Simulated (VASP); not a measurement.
# Be2Si (P1) in VASP: notebook

The runs below take Be2Si through single point, with PBE.

Program: VASP 6.6.1. These are calculated values, not measurements. Logs are shortened: lines on timing, memory, paths and dates and some standing lists are left out, and cuts for length are marked.

### Step 1. The cell of the first run

The typed cell holds 24 atoms: a = 7.508 Å, b = 7.508 Å, c = 7.508 Å, α = 60.00°, β = 60.00°, γ = 60.00°.

### Step 2. Single point, PBE

File INCAR:

```
SYSTEM = Be2Si
PREC = Accurate
ENCUT = 520
EDIFF = 1E-6
ISMEAR = -1
SIGMA = 0.039
LREAL = Auto
LASPH = .TRUE.
NELM = 80
ALGO = Normal
ISIF = 2
LWAVE = .FALSE.
LCHARG = .TRUE.
GGA = PE
LELF = .TRUE.
LVHAR = .TRUE.
NBANDS = 50
```

File KPOINTS:

```
Automatic mesh
0
G
  2 2 2
  0 0 0
```

File POSCAR:

```
Be2Si
1.0
    0.0000000000      5.3089720000      5.3089720000
    5.3089720000      0.0000000000      5.3089720000
    5.3089720000      5.3089720000      0.0000000000
Si Be
8 16
Direct
    0.0021283781     -0.0125254946      0.0057030815
   -0.0011489983      0.0092121413      0.4914039856
   -0.0184090253      0.5099712336      0.0160607364
    0.0041165220      0.4991507772      0.4982555003
    0.4999984931      0.0022401700      0.0102824050
    0.5063525481      0.0056817968      0.4927717645
    0.5078120585      0.4771096928      0.0004750449
    0.5015005730      0.4983442181      0.4991317528
    0.1448833220      0.1104719520      0.0951655989
    0.3717906216      0.4075182540      0.3550169411
    0.1237383622      0.1311484596      0.6451933632
    0.3444433310      0.3915611158      0.8537594472
    0.1314943835      0.6055063014      0.1295699054
    0.3858461676      0.8753450762      0.3659072792
    0.1177569782      0.6327159947      0.6218266926
    0.3844343123      0.8655666295      0.8844908204
    0.6253155036      0.1048663470      0.1333324983
    0.8756809228      0.3818689381      0.3759670422
    0.6465229050      0.1124812864      0.6118429331
    0.8753929198      0.3657633719      0.8830198200
    0.5990497784      0.6305939267      0.1482877476
    0.8729400908      0.8927556032      0.3744465972
    0.6115211193      0.6304345738      0.6251122628
    0.8866119467      0.8861176891      0.8421410021
```

Potentials or basis: VASP PAW PBE potentials, release 64 (Si, Be).

Started as:

```sh
cat potpaw_PBE.64/Si/POTCAR potpaw_PBE.64/Be/POTCAR > POTCAR
mpirun -np 1 vasp_std > vasp.out
```

OUTCAR:

```text
SYSTEM = Be2Si
   PREC = Accurate
   ENCUT = 520
   EDIFF = 1E-6
   ISMEAR = -1
   LREAL = Auto
   LASPH = .TRUE.
   NELM = 80
   ISIF = 2
   GGA = PE

 ion  position               nearest neighbor table
   1  0.002  0.987  0.006-   9 2.19  11 2.22  22 2.27  17 2.31  20 2.32  13 2.34  16 2.34  24 2.34

   2  0.999  0.009  0.491-  24 2.15  19 2.16  22 2.20  18 2.29  15 2.31  14 2.37   9 2.44  11 2.46

   3  0.982  0.510  0.016-  18 2.21  13 2.21  12 2.24  24 2.33  21 2.35  20 2.36  15 2.42   9 2.47

   4  0.004  0.499  0.498-  18 2.26  11 2.26  13 2.26  10 2.26  15 2.27  20 2.36  23 2.41  22 2.41

   5  0.500  0.002  0.010-  17 2.15  14 2.18   9 2.20  21 2.28  16 2.32  24 2.38  12 2.41  19 2.45

   6  0.506  0.006  0.493-  17 2.21  19 2.25  22 2.25  23 2.30  14 2.32  11 2.35  16 2.40  10 2.46

   7  0.508  0.477  0.000-  10 2.20  20 2.26  17 2.28  13 2.31  23 2.31  16 2.38  21 2.42  12 2.44

   8  0.502  0.498  0.499-  21 2.15  12 2.19  10 2.24  23 2.26  18 2.29  14 2.31  15 2.35  19 2.37

   9  0.145  0.110  0.095-   1 2.19   5 2.20   2 2.44   3 2.47
  10  0.372  0.408  0.355-   7 2.20   8 2.24   4 2.26   6 2.46
  11  0.124  0.131  0.645-   1 2.22   4 2.26   6 2.35   2 2.46
  12  0.344  0.392  0.854-   8 2.19   3 2.24   5 2.41   7 2.44
  13  0.131  0.606  0.130-   3 2.21   4 2.26   7 2.31   1 2.34
  14  0.386  0.875  0.366-   5 2.18   8 2.31   6 2.32   2 2.37
[... 8 lines left out ...]
  23  0.612  0.630  0.625-   8 2.26   6 2.30   7 2.31   4 2.41
  24  0.887  0.886  0.842-   2 2.15   3 2.33   1 2.34   5 2.38

  LATTYP: Found a face centered cubic cell.
 ALAT       =    10.6179440000

  Lattice vectors:

 A1 = (   0.0000000000,   5.3089720000,   5.3089720000)
 A2 = (   5.3089720000,   0.0000000000,   5.3089720000)
 A3 = (   5.3089720000,   5.3089720000,   0.0000000000)

Analysis of symmetry for initial positions (statically):
=====================================================================
 Subroutine PRICEL returns:
 Original cell was already a primitive cell.

 Routine SETGRP: Setting up the symmetry group for a
 face centered cubic supercell.

 Subroutine GETGRP returns: Found  1 space group operations
 (whereof  1 operations were pure point group operations)
 out of a pool of 48 trial point group operations.

The static configuration has the point symmetry C_1 .

Analysis of symmetry for dynamics (positions and initial velocities):
=====================================================================
 Subroutine PRICEL returns:
 Original cell was already a primitive cell.

 Routine SETGRP: Setting up the symmetry group for a
 face centered cubic supercell.

 Subroutine GETGRP returns: Found  1 space group operations
 (whereof  1 operations were pure point group operations)
 out of a pool of 48 trial point group operations.

The dynamic configuration has the point symmetry C_1 .

 Subroutine INISYM returns: Found  1 space group operations
 (whereof  1 operations are pure point group operations),
 and found     1 'primitive' translations

----------------------------------------------------------------------------------------

                                     Primitive cell

  volume of cell :     299.2687

  direct lattice vectors                    reciprocal lattice vectors
     0.000000000  5.308972000  5.308972000    -0.094180192  0.094180192  0.094180192
     5.308972000  0.000000000  5.308972000     0.094180192 -0.094180192  0.094180192
     5.308972000  5.308972000  0.000000000     0.094180192  0.094180192 -0.094180192

  length of vectors
     7.508020205  7.508020205  7.508020205     0.163124877  0.163124877  0.163124877

  position of ions in fractional coordinates (direct lattice)
     0.002128378  0.987474505  0.005703082
     0.998851002  0.009212141  0.491403986
     0.981590975  0.509971234  0.016060736
     0.004116522  0.499150777  0.498255500
     0.499998493  0.002240170  0.010282405
     0.506352548  0.005681797  0.492771764
[... 16 lines left out ...]
     0.611521119  0.630434574  0.625112263
     0.886611947  0.886117689  0.842141002

  ion indices of the primitive-cell ions
   primitive index   ion index
                 1           1
                 2           2
                 3           3
                 4           4
                 5           5
                 6           6
[... 16 lines left out ...]
                23          23
                24          24

----------------------------------------------------------------------------------------

 KPOINTS: Automatic mesh

Automatic generation of k-mesh.
 Grid dimensions read from file:
 generate k-points for:    2    2    2

 Generating k-lattice:

  Cartesian coordinates                     Fractional coordinates (reciprocal lattice)
    -0.047090096  0.047090096  0.047090096     0.500000000  0.000000000  0.000000000
     0.047090096 -0.047090096  0.047090096     0.000000000  0.500000000  0.000000000
     0.047090096  0.047090096 -0.047090096     0.000000000  0.000000000  0.500000000

  Length of vectors
     0.081562438  0.081562438  0.081562438

  Shift w.r.t. Gamma in fractional coordinates (k-lattice)
     0.000000000  0.000000000  0.000000000

 Subroutine IBZKPT returns following result:
 ===========================================

 Found      8 irreducible k-points:

 Following reciprocal coordinates:
            Coordinates               Weight
  0.000000  0.000000  0.000000      1.000000
  0.500000  0.000000  0.000000      1.000000
  0.000000  0.500000  0.000000      1.000000
  0.000000  0.000000  0.500000      1.000000
  0.500000  0.500000  0.500000      1.000000
  0.500000  0.500000  0.000000      1.000000
  0.000000  0.500000  0.500000      1.000000
  0.500000  0.000000  0.500000      1.000000
   k-points           NKPTS =      8   k-points in BZ     NKDIM =      8   number of bands    NBANDS=     50
   number of dos      NEDOS =    301   number of ions     NIONS =     24
   total plane-waves  NPLWV = 175616
   dimension x,y,z NGX =    56 NGY =   56 NGZ =   56
   dimension x,y,z NGXF=   112 NGYF=  112 NGZF=  112
   ions per type =               8  16
   NGX,Y,Z   is equivalent  to a cutoff of  12.40, 12.40, 12.40 a.u.
   NGXF,Y,Z  is equivalent  to a cutoff of  24.80, 24.80, 24.80 a.u.
 SYSTEM =  Be2Si
   PREC   = accura    normal or accurate (medium, high low for compatibility)
   ISTART =      0    job   : 0-new  1-cont  2-samecut
   ICHARG =      2    charge: 1-file 2-atom 10-const
   ISPIN  =      1    spin polarized calculation?
   LNONCOLLINEAR =      F non collinear calculations
   LSORBIT =      F    spin-orbit coupling
   LASPH  =      T    aspherical Exc in radial PAW
   ENCUT  =  520.0 eV  38.22 Ry    6.18 a.u.  13.96 13.96 13.96*2*pi/ulx,y,z
   NELM   =     80;   NELMIN=  2; NELMDL= -5     # of ELM steps
   EDIFF  = 0.1E-05   stopping-criterion for ELM
   LREAL  =      T    real-space projection
   EDIFFG = 0.1E-04   stopping-criterion for IOM
   NSW    =      0    number of steps for IOM
   IBRION =     -1    ionic relax: 0-MD 1-quasi-New 2-CG
   NFREE  =      0    steps in history (QN), initial steepest desc. (CG)
   ISIF   =      2    stress and relaxation
   ISYM   =      2    0-nonsym 1-usesym 2-fastsym
   POTIM  = 0.5000    time-step for ionic-motion
   TEBEG  =    0.0;   TEEND  =   0.0 temperature during run
   PSTRESS=    0.0 pullay stress
   NELECT =      64.0000    total number of electrons
   NUPDOWN=      -1.0000    fix difference up-down
   EMIN   =  10.00;   EMAX   =-10.00  energy-range for DOS
   EFERMI =   0.00;   METHOD = LEGACY
   ISMEAR =    -1;   SIGMA  =   0.04  broadening in eV -4-tet -1-fermi 0-gaus
   EFERMI_NEDOS =   21; number of points for ismear=-14 and -15
   IALGO  =     38    algorithm
   IMIX   =      4    mixing-type and parameters
     AMIX     =   0.40;   BMIX     =  1.00
     AMIX_MAG =   1.60;   BMIX_MAG =  1.00
  volume/ion in A,a.u.               =      12.47        84.15
  Fermi-wavevector in a.u.,A,eV,Ry     =   0.978996  1.850035 13.040283  0.958434
  Thomas-Fermi vector in A             =   2.109815
   LORBIT       =      0    0 simple, 1 ext, 2 COOP (PROOUT), +10 PAW based schemes
   GGA     = PE    functional components
   LHFCALC =     F    Hartree Fock is set to
   AEXX    =    0.0000 exact exchange contribution
   IVDW    =     0    specifies the selected vdW correction
   LEPSILON=     F    determine dielectric tensor
   LRPA    =     F    only Hartree local field effects (RPA)
 non-spin polarized calculation
  energy-cutoff  :      520.00
  volume of cell :      299.27
 maximum number of plane-waves:      8080
 NGX is ok and might be reduce to    56
   NGX = 27   NGY = 27   NGZ = 27

 number of electron      64.0000000 magnetization

 Free energy of the ion-electron system (eV)
  ---------------------------------------------------
  ext. energy  EPLUGINS =         0.00000000
  ---------------------------------------------------
  free energy    TOTEN  =       -95.85284471 eV

  energy without entropy =      -95.84202649  energy(sigma->0) =      -95.84743560

 E-fermi :   6.4002     XC(G=0):  -9.8946

 val. band max:        6.3222268041   @ k =   0.0000   0.0000   0.0000
 cond. band min:       6.4886752207   @ k =   0.0000   0.5000   0.5000
 fundamental gap:      0.1664484167
 Fermi energy:         6.4002079835

 k-point     1 :       0.0000    0.0000    0.0000
  band No.  band energies     occupation
      1      -5.4114      2.00000
      2      -3.1626      2.00000
      3      -3.0392      2.00000
      4      -3.0211      2.00000
      5      -2.9306      2.00000
      6      -2.1892      2.00000
[... 36 lines left out ...]
     43       7.6889      0.00000
     44       7.7166      0.00000

 k-point     2 :       0.5000    0.0000    0.0000
  band No.  band energies     occupation
      1      -4.6520      2.00000
      2      -4.5996      2.00000
      3      -2.9228      2.00000
      4      -2.8838      2.00000
      5      -2.8252      2.00000
      6      -2.6859      2.00000
[... 274 lines left out ...]
 k-point     8 :       0.5000    0.0000    0.5000
  band No.  band energies     occupation
      1      -4.3884      2.00000
      2      -4.3424      2.00000
      3      -3.5103      2.00000
      4      -3.4217      2.00000
      5      -3.3943      2.00000
      6      -3.2339      2.00000
[... 36 lines left out ...]
     43       9.4612      0.00000
     44       9.5914      0.00000
 [bands above 44 left out]

------------------------ aborting loop because EDIFF is reached ----------------------------------------

  FORCE on cell =-STRESS in cart. coord.  units (eV):
  Direction    XX          YY          ZZ          XY          YZ          ZX
  --------------------------------------------------------------------------------------
  -------------------------------------------------------------------------------------
  Total       -0.6252487      0.0553294     -0.3633417      3.1395227      0.4369153     -2.0701014
  in kB       -3.3473572      0.2962138     -1.9452011     16.8078789      2.3390879    -11.0825805
  external PRESSURE =      -1.6654482 kB  Pullay stress =       0.0000000 kB

 VOLUME and BASIS-vectors are now :
 -----------------------------------------------------------------------------
  energy-cutoff  :      520.00
  volume of cell :      299.27
      direct lattice vectors                 reciprocal lattice vectors
     0.000000000  5.308972000  5.308972000    -0.094180192  0.094180192  0.094180192
     5.308972000  0.000000000  5.308972000     0.094180192 -0.094180192  0.094180192
     5.308972000  5.308972000  0.000000000     0.094180192  0.094180192 -0.094180192

 POSITION                                       TOTAL-FORCE (eV/Angst)
 -----------------------------------------------------------------------------------
      5.27275      0.04158      5.25377        -0.432184     -0.040114     -0.356942
      2.65776      7.91172      5.35178        -0.688399      0.465636      1.393701
      2.79269      5.29650      7.91866        -0.871252     -0.853322     -0.179314
      5.29520      2.66708      2.67183         0.794479     -0.038660     -0.167839
      0.06648      2.70907      2.66637        -1.272067     -0.926817      0.515288
      2.64628      5.30432      2.71838         0.790531      0.028303     -0.728535
[... 16 lines left out ...]
      6.66566      6.56525      6.59351         0.037562      0.276362      0.305462
      9.17528      9.17790      9.41137         0.589838      0.472114     -0.523421
 -----------------------------------------------------------------------------------
    total drift:                                0.002259     -0.002432     -0.001029

  FREE ENERGIE OF THE ION-ELECTRON SYSTEM (eV)
  ---------------------------------------------------
  free  energy   TOTEN  =       -95.8528447127 eV

  energy  without entropy=      -95.8420264922  energy(sigma->0) =      -95.84743560
```

Run time: 5.8 min. Hardware: 1 thread of Intel Xeon 6975P-C, shared host; peak memory 0.44 GiB.

Results:

* Free energy: -95.8528 eV
* Pressure: -0.2 GPa
* Largest force: 1.656 eV/Å
* Band gap on the k mesh: 0.17 eV, indirect (least direct gap 0.29 eV)

Forces on the atoms (eV/Å):
```
Si  -0.432 -0.040 -0.357
Si  -0.688  0.466  1.394
Si  -0.871 -0.853 -0.179
Si   0.794 -0.039 -0.168
Si  -1.272 -0.927  0.515
Si   0.791  0.028 -0.729
Si   0.022 -0.722  0.413
Si   0.235  0.194 -0.355
Be   1.046 -0.142  0.158
Be  -0.218  0.252 -0.631
Be  -0.468 -0.300  0.069
Be   0.308  0.830 -0.216
Be  -0.005  0.159  0.331
Be   0.435  0.330 -0.250
Be   0.255  0.189 -0.068
Be  -0.287 -0.123 -0.042
Be   0.242  0.302  0.672
Be   0.292  0.168 -0.153
Be   0.664 -0.126 -0.250
Be  -0.237  0.118  0.239
Be  -0.802 -0.489  0.291
Be  -0.433 -0.024 -0.466
Be   0.038  0.276  0.305
Be   0.590  0.472 -0.523
```

Levels at points of the mesh, in eV from the valence-band top:
```
           k point  band 29  band 30  band 31  band 32  band 33  band 34  band 35  band 36
(0.00, 0.00, 0.00)    -0.80    -0.09    -0.08     0.00     0.29     0.46     0.51     0.70
(0.50, 0.00, 0.00)    -0.90    -0.86    -0.61    -0.48     0.60     0.67     0.74     0.76
(0.00, 0.50, 0.00)    -0.90    -0.74    -0.72    -0.49     0.51     0.66     0.68     0.74
(0.00, 0.00, 0.50)    -1.05    -0.70    -0.57    -0.53     0.58     0.73     0.75     0.77
(0.50, 0.50, 0.50)    -1.00    -0.87    -0.51    -0.46     0.54     0.66     0.69     0.79
(0.50, 0.50, 0.00)    -1.70    -1.50    -1.44    -1.26     0.23     0.32     1.50     1.63
(0.00, 0.50, 0.50)    -1.62    -1.51    -1.45    -1.30     0.17     0.37     1.54     1.58
(0.50, 0.00, 0.50)    -1.64    -1.57    -1.44    -1.17     0.23     0.29     1.49     1.64
```

Caveat: the k points lie up to 0.51 Å⁻¹ apart; forces of over 1 eV/Å act on the atoms, so gaps and moduli don't describe the material at rest. A k mesh can miss the band edges.

[end of part 1 of 2]
